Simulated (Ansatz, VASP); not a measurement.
# Two plane-wave programs on TiAl3

```xyz
4
Lattice="2.7537 0.0000 0.0000 0.0000 4.6318 0.0000 0.0000 0.0000 4.8500" Properties=species:S:1:pos:R:3 pbc="T T T"
Ti    0.0000    2.3159    0.7904
Al    1.3768    2.3159    3.2195
Al    1.3768    0.0000    1.6142
Al    0.0000    0.0000    4.0759
```

Alike in both runs: functional LDA; k mesh 14 × 10 × 10; occupations gaussian, width 0.1 eV; no spin polarisation.

Ansatz relaxed the structure, and its values are those at the end. VASP's run is a single point on that final structure, the one shown.

|  | VASP | Ansatz |
| --- | --- | --- |
| version | VASP 6.6.1 | Ansatz 0.2.0 |
| potentials or method | VASP PAW LDA potentials, release 64 (Ti_sv, Al), cutoff 520 eV | scalar-relativistic, plane waves, PAW |
| valence electrons in the cell | 21 | 21 |

```csv
,VASP,Ansatz,Ansatz less VASP
gap on the k mesh at the Fermi level (eV),none,none,-
pressure (GPa),0.1,0.0,-0.11
```

LDA's correlation is that of Perdew and Zunger in VASP and of Perdew and Wang (1992) in Ansatz. A gap of «none» marks a metal or a gap that the smearing closes.
